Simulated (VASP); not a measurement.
# Ba (I4/mmm) in VASP: further runs, part 2 of 2

VASP 6.6.1.

### Step 5. Single point, PBEsol (strain +0.0350 x Voigt [1, 0, 0, 0, 0, 0])

INCAR reads:

```
  ALGO = Fast
  EDIFF = 1E-7
  ENCUT = 520
  GGA = PS
  ISIF = 2
  ISMEAR = 0
  LASPH = True
  LCHARG = True
  LELF = True
  LREAL = False
  LVHAR = True
  LWAVE = False
  NBANDS = 11
  NELM = 100
  PREC = Accurate
  SIGMA = 0.15
```

KPOINTS reads:

```
k-points
0
Gamma
  14 14 14
```

POSCAR reads:

```
Ba
1.0
   -2.5875000000      2.5000000000      2.5000000000
    2.5875000000     -2.5000000000      2.5000000000
    2.5875000000      2.5000000000     -2.5000000000
Ba
1
Direct
    0.0000000000      0.0000000000      0.0000000000
```

Potentials or basis: VASP PAW PBE potentials, release 64 (Ba_sv).

Started as:

```bash
$ cat potpaw_PBE.64/Ba_sv/POTCAR > POTCAR
$ mpirun -np 1 vasp_std > vasp.out
```

OUTCAR:

```text
EDIFF = 1E-7
   ENCUT = 520
   GGA = PS
   ISIF = 2
   ISMEAR = 0
   LASPH = True
   LREAL = False
   NELM = 100
   PREC = Accurate

 ion  position               nearest neighbor table
   1  0.000  0.000  0.000-

  LATTYP: Found a body centered tetragonal cell.
 ALAT       =     5.0000000000
 C/A-ratio  =     1.0350000000

  Lattice vectors:

 A1 = (  -2.5875000000,   2.5000000000,  -2.5000000000)
 A2 = (  -2.5875000000,  -2.5000000000,   2.5000000000)
 A3 = (   2.5875000000,   2.5000000000,   2.5000000000)

Analysis of symmetry for initial positions (statically):
=====================================================================
 Subroutine PRICEL returns:
 Original cell was already a primitive cell.

 Routine SETGRP: Setting up the symmetry group for a
 body centered tetragonal supercell.

 Subroutine GETGRP returns: Found 16 space group operations
 (whereof 16 operations were pure point group operations)
 out of a pool of 16 trial point group operations.

The static configuration has the point symmetry D_4h.

Analysis of symmetry for dynamics (positions and initial velocities):
=====================================================================
[... 161 lines left out ...]
 cond. band min:       1.4540107294   @ k =   0.2857   0.3571   0.0000
 fundamental gap:      0.0052492558
 Fermi energy:         1.4497403456

 k-point     1 :       0.0000    0.0000    0.0000
  band No.  band energies     occupation
      1     -27.4533      2.00000
      2     -12.3989      2.00000
      3     -12.3979      2.00000
      4     -12.3979      2.00000
      5      -1.3024      2.00000
      6       3.1726      0.00000
      7       3.1726      0.00000
      8       3.3701      0.00000
      9       4.4840      0.00000
     10       4.7712      0.00000
     11       8.1459      0.00000
[... 309 lines left out ...]
 k-point    24 :      -0.0000    0.2143    0.0000
  band No.  band energies     occupation
      1     -27.4384      2.00000
      2     -12.5724      2.00000
      3     -12.4508      2.00000
      4     -12.3983      2.00000
      5      -0.5495      2.00000
      6       2.7075      0.00000
      7       2.7680      0.00000
      8       4.0962      0.00000
      9       4.2427      0.00000
     10       4.6902      0.00000
     11       8.6828      0.00000

 [... further k-points ...]
[... 5 lines left out ...]
  --------------------------------------------------------------------------------------
  -------------------------------------------------------------------------------------
  Total       -0.3522145     -0.3035249     -0.3035249     -0.0000000      0.0000000      0.0000000
  in kB       -8.7236333     -7.5176914     -7.5176914     -0.0000000      0.0000000      0.0000000
  external PRESSURE =      -7.9196720 kB  Pullay stress =       0.0000000 kB

 VOLUME and BASIS-vectors are now :
 -----------------------------------------------------------------------------
  energy-cutoff  :      520.00
  volume of cell :       64.69
      direct lattice vectors                 reciprocal lattice vectors
    -2.587500000  2.500000000  2.500000000     0.000000000  0.200000000  0.200000000
     2.587500000 -2.500000000  2.500000000     0.193236715  0.000000000  0.200000000
     2.587500000  2.500000000 -2.500000000     0.193236715  0.200000000  0.000000000

 POSITION                                       TOTAL-FORCE (eV/Angst)
 -----------------------------------------------------------------------------------
      0.00000      0.00000      0.00000         0.000000     -0.000000      0.000000
 -----------------------------------------------------------------------------------
    total drift:                               -0.000000      0.000000      0.000000

  FREE ENERGIE OF THE ION-ELECTRON SYSTEM (eV)
  ---------------------------------------------------
  free  energy   TOTEN  =        -2.1390258710 eV

  energy  without entropy=       -2.1252927060  energy(sigma->0) =       -2.13215929
```

stdout:

```text
POSCAR found type information on POSCAR Ba
 POSCAR found :  1 types and       1 ions
 scaLAPACK will be used
 -----------------------------------------------------------------------------
|                                                                             |
|                                                                             |
|     You enforced a specific xc type in the INCAR file but a different       |
|     I HOPE YOU KNOW WHAT YOU ARE DOING!                                     |
|                                                                             |
 -----------------------------------------------------------------------------

 LDA part: xc-table for (Slater+PW92), standard interpolation
 POSCAR, INCAR and KPOINTS ok, starting setup
 FFT: planning ... GRIDC
 FFT: planning ... GRID_SOFT
 FFT: planning ... GRID
 WAVECAR not read
 entering main loop
WARNING in EDDRMM: call to ZHEGV failed, returncode =   8  4     11
```

Wall time 92 s (1 thread of Intel Xeon 6975P-C (Granite Rapids), shared host); peak memory 0.33 GiB.

What came out:

* Free energy: -2.1390 eV
* Pressure: -0.8 GPa
* Band gap on the k mesh: zero (band 5 reaches 1.87 eV, above the bottom of band 6 at 0.98 eV)

Stress tensor (GPa, compression positive):
```
-0.87  0.00  0.00
 0.00 -0.75  0.00
 0.00  0.00 -0.75
```

Levels at points of the mesh, in eV from the Fermi level:
```csv
k point,band 2,band 3,band 4,band 5,band 6,band 7,band 8,band 9
"(0.00, 0.00, 0.00)",-13.85,-13.85,-13.85,-2.75,1.72,1.72,1.92,3.03
"(0.50, 0.00, 0.00)",-14.27,-13.99,-13.86,-0.87,0.55,1.25,3.30,3.80
"(0.00, 0.50, 0.00)",-14.28,-13.98,-13.85,-0.89,0.75,1.15,3.00,3.69
"(0.50, 0.50, 0.50)",-14.17,-14.14,-14.14,-0.53,-0.47,3.96,4.34,4.34
```

Caveat: the cell differs from its parent crystal (strain +0.0350 x Voigt [1, 0, 0, 0, 0, 0]); the PAW data sets were made with another functional, which shifts forces and pressure a little; spin-orbit coupling is left out, which moves the levels of the heavy elements.

### Step 6. Single point, PBEsol (strain +0.0400 x Voigt [1, 0, 0, 0, 0, 0])

INCAR reads:

```
SYSTEM = Ba
PREC = Accurate
ENCUT = 520
EDIFF = 1E-6
ISMEAR = 0
SIGMA = 0.15
LREAL = .False.
LASPH = .True.
NELM = 80
ALGO = Fast
ISIF = 2
LWAVE = .False.
LCHARG = .False.
GGA = PS
NBANDS = 11
```

KPOINTS reads:

```
regular mesh
0
Gamma
  14 14 14
  0 0 0
```

POSCAR reads:

```
Ba
1.0
   -2.6000000000      2.5000000000      2.5000000000
    2.6000000000     -2.5000000000      2.5000000000
    2.6000000000      2.5000000000     -2.5000000000
Ba
1
Direct
    0.0000000000      0.0000000000      0.0000000000
```

Potentials or basis: VASP PAW PBE potentials, release 64 (Ba_sv).

Started as:

```bash
$ cat potpaw_PBE.64/Ba_sv/POTCAR > POTCAR
$ mpirun -np 1 vasp_std > vasp.out
```

OUTCAR:

```text
SYSTEM = Ba
   PREC = Accurate
   ENCUT = 520
   EDIFF = 1E-6
   ISMEAR = 0
   LREAL = .False.
   LASPH = .True.
   NELM = 80
   ISIF = 2
   GGA = PS

 ion  position               nearest neighbor table
   1  0.000  0.000  0.000-

  LATTYP: Found a body centered tetragonal cell.
 ALAT       =     5.0000000000
 C/A-ratio  =     1.0400000000

  Lattice vectors:

 A1 = (  -2.6000000000,   2.5000000000,  -2.5000000000)
 A2 = (  -2.6000000000,  -2.5000000000,   2.5000000000)
 A3 = (   2.6000000000,   2.5000000000,   2.5000000000)

Analysis of symmetry for initial positions (statically):
=====================================================================
 Subroutine PRICEL returns:
 Original cell was already a primitive cell.

 Routine SETGRP: Setting up the symmetry group for a
 body centered tetragonal supercell.

 Subroutine GETGRP returns: Found 16 space group operations
 (whereof 16 operations were pure point group operations)
 out of a pool of 16 trial point group operations.

The static configuration has the point symmetry D_4h.

Analysis of symmetry for dynamics (positions and initial velocities):
=====================================================================
 Subroutine PRICEL returns:
[... 162 lines left out ...]
 Fermi energy:         1.4353456552

 k-point     1 :       0.0000    0.0000    0.0000
  band No.  band energies     occupation
      1     -27.4772      2.00000
      2     -12.4253      2.00000
      3     -12.4242      2.00000
      4     -12.4242      2.00000
      5      -1.3148      2.00000
      6       3.1449      0.00000
      7       3.1449      0.00000
      8       3.3682      0.00000
      9       4.4371      0.00000
     10       4.7613      0.00000
     11       8.0952      0.00000
[... 309 lines left out ...]
 k-point    24 :      -0.0000    0.2143    0.0000
  band No.  band energies     occupation
      1     -27.4626      2.00000
      2     -12.5959      2.00000
      3     -12.4759      2.00000
      4     -12.4245      2.00000
      5      -0.5666      2.00000
      6       2.6852      0.00000
      7       2.7579      0.00000
      8       4.0752      0.00000
      9       4.2057      0.00000
     10       4.6682      0.00000
     11       8.6344      0.00000

 [... further k-points ...]
[... 5 lines left out ...]
  --------------------------------------------------------------------------------------
  -------------------------------------------------------------------------------------
  Total       -0.3696588     -0.3160321     -0.3160321     -0.0000000      0.0000000      0.0000000
  in kB       -9.1116771     -7.7898378     -7.7898378     -0.0000000      0.0000000      0.0000000
  external PRESSURE =      -8.2304509 kB  Pullay stress =       0.0000000 kB

 VOLUME and BASIS-vectors are now :
 -----------------------------------------------------------------------------
  energy-cutoff  :      520.00
  volume of cell :       65.00
      direct lattice vectors                 reciprocal lattice vectors
    -2.600000000  2.500000000  2.500000000     0.000000000  0.200000000  0.200000000
     2.600000000 -2.500000000  2.500000000     0.192307692  0.000000000  0.200000000
     2.600000000  2.500000000 -2.500000000     0.192307692  0.200000000  0.000000000

 POSITION                                       TOTAL-FORCE (eV/Angst)
 -----------------------------------------------------------------------------------
      0.00000      0.00000      0.00000         0.000000      0.000000     -0.000000
 -----------------------------------------------------------------------------------
    total drift:                               -0.000000      0.000000      0.000000

  FREE ENERGIE OF THE ION-ELECTRON SYSTEM (eV)
  ---------------------------------------------------
  free  energy   TOTEN  =        -2.1372823360 eV

  energy  without entropy=       -2.1235201091  energy(sigma->0) =       -2.13040122
```

OSZICAR:

```text
N       E                     dE             d eps       ncg     rms          rms(c)
DAV:   1     0.551290674215E+02    0.55129E+02   -0.41874E+03  5368   0.741E+02
DAV:   2     0.653071660714E+00   -0.54476E+02   -0.53090E+02  6403   0.136E+02
DAV:   3    -0.204686582872E+01   -0.26999E+01   -0.26841E+01  6866   0.319E+01
DAV:   4    -0.213539541675E+01   -0.88530E-01   -0.88405E-01  7202   0.527E+00
DAV:   5    -0.213740517642E+01   -0.20098E-02   -0.20095E-02  7259   0.635E-01    0.152E+00
RMM:   6    -0.213714460806E+01    0.26057E-03   -0.25610E-03  5657   0.508E-01    0.908E-01
RMM:   7    -0.213706186958E+01    0.82738E-04   -0.60455E-03  6151   0.808E-01    0.387E-02
RMM:   8    -0.213726130394E+01   -0.19943E-03   -0.12643E-03  7667   0.154E-01    0.250E-02
RMM:   9    -0.213727759182E+01   -0.16288E-04   -0.11384E-04  8063   0.466E-02    0.160E-02
RMM:  10    -0.213728191904E+01   -0.43272E-05   -0.27389E-05  7785   0.357E-02    0.332E-03
RMM:  11    -0.213728233595E+01   -0.41691E-06   -0.55546E-06  6910   0.115E-02
   1 F= -.21372823E+01 E0= -.21304012E+01  d E =-.137622E-01
```

stdout:

```text
POSCAR found type information on POSCAR Ba
 POSCAR found :  1 types and       1 ions
 scaLAPACK will be used
 -----------------------------------------------------------------------------
|                                                                             |
|                                                                             |
|     You enforced a specific xc type in the INCAR file but a different       |
|     I HOPE YOU KNOW WHAT YOU ARE DOING!                                     |
|                                                                             |
 -----------------------------------------------------------------------------

 LDA part: xc-table for (Slater+PW92), standard interpolation
 POSCAR, INCAR and KPOINTS ok, starting setup
 FFT: planning ... GRIDC
 FFT: planning ... GRID_SOFT
 FFT: planning ... GRID
 WAVECAR not read
 entering main loop
```

Run time: 65 s. Hardware: 1 thread of Intel Xeon 6975P-C (Granite Rapids), shared host; peak memory 0.33 GiB.

What came out:

```
Free energy            : -2.1373 eV
Pressure               : -0.8 GPa
Band gap on the k mesh : zero (band 5 reaches 1.85 eV, above the bottom of band 6 at 0.97 eV)
```

Caveat: the cell differs from its parent crystal (strain +0.0400 x Voigt [1, 0, 0, 0, 0, 0]); the PAW data sets were made with another functional, which shifts forces and pressure a little; spin-orbit coupling is left out, which moves the levels of the heavy elements.

### Step 7. Overview

| cell | further INCAR settings | gap on the mesh (eV) | pressure (GPa) |
| --- | --- | --- | --- |
| a = 4.345 Å, angles 108.9, 109.7, 109.7°, 1 atom | ALGO = Fast; EDIFF = 1e-07; NBANDS = 11 | none | -0.6 |
| a = 4.359 Å, angles 108.4, 110.0, 110.0°, 1 atom | ALGO = Fast; EDIFF = 1e-06; NBANDS = 11 | none | -0.7 |
| a = 4.374 Å, angles 107.9, 110.3, 110.3°, 1 atom | ALGO = Fast; EDIFF = 1e-06; NBANDS = 11 | none | -0.8 |
| a = 4.381 Å, angles 107.6, 110.4, 110.4°, 1 atom | ALGO = Fast; EDIFF = 1e-07; NBANDS = 11 | none | -0.8 |
| a = 4.389 Å, angles 107.3, 110.5, 110.5°, 1 atom | ALGO = Fast; EDIFF = 1e-06; NBANDS = 11 | none | -0.8 |

Alike in all rows: task single point; level PBEsol; potentials or basis VASP PAW PBE potentials, release 64 (Ba_sv); no spin polarisation; k mesh 14 × 14 × 14; cutoff (eV) 520; smearing gaussian 0.15 eV.

Caveats: the PAW data sets were made with another functional, which shifts forces and pressure a little; spin-orbit coupling is left out, which moves the levels of the heavy elements.

Total energies depend on the potentials used, so only differences within one code and one set of settings carry meaning.
